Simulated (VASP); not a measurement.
A run of VASP 6.6.1:

POSCAR

```
Al
1.0
   -0.0204552100      1.9706540500      2.0438328400
    2.0026569100      0.0099662700      2.0134113600
    2.0592944800      1.9968701300     -0.0466712900
Al
1
Direct
    0.0000000000      0.0000000000      0.0000000000
```

File INCAR.step1:

```
PREC = Accurate
ENCUT = 520
ISMEAR = -1
SIGMA = 0.05
LREAL = False
LASPH = True
NELM = 100
NBANDS = 8
GGA = PE
ALGO = Normal
EDIFF = 1E-4
LWAVE = True
LCHARG = False
```

Contents of INCAR.step2:

```
PREC = Accurate
ENCUT = 520
EDIFF = 1E-6
ISMEAR = -1
SIGMA = 0.05
LREAL = False
LASPH = True
NELM = 100
ALGO = Normal
ISIF = 2
LWAVE = False
LCHARG = False
METAGGA = R2SCAN
LMIXTAU = True
NBANDS = 8
ISTART = 1
```

Contents of KPOINTS:

```
regular mesh
0
Gamma
  8 8 8
```

Potentials or basis: VASP PAW PBE potentials, release 64 (Al).

Run with:

```sh
$ cat potpaw_PBE.64/Al/POTCAR > POTCAR
$ cp INCAR.step1 INCAR
$ mpirun -np 1 vasp_std > vasp.out
$ cp INCAR.step2 INCAR
$ mpirun -np 1 vasp_std > vasp.out
```

Hardware: 1 thread of Intel(R) Xeon(R) 6975P-C (Granite Rapids), on a shared host.

Task: Estimate the wall time of this run.

Result: Wall time 45 s on 1 thread of Intel(R) Xeon(R) 6975P-C (Granite Rapids), on a shared host, peak memory 0.15 GiB. Counts: k points 260.
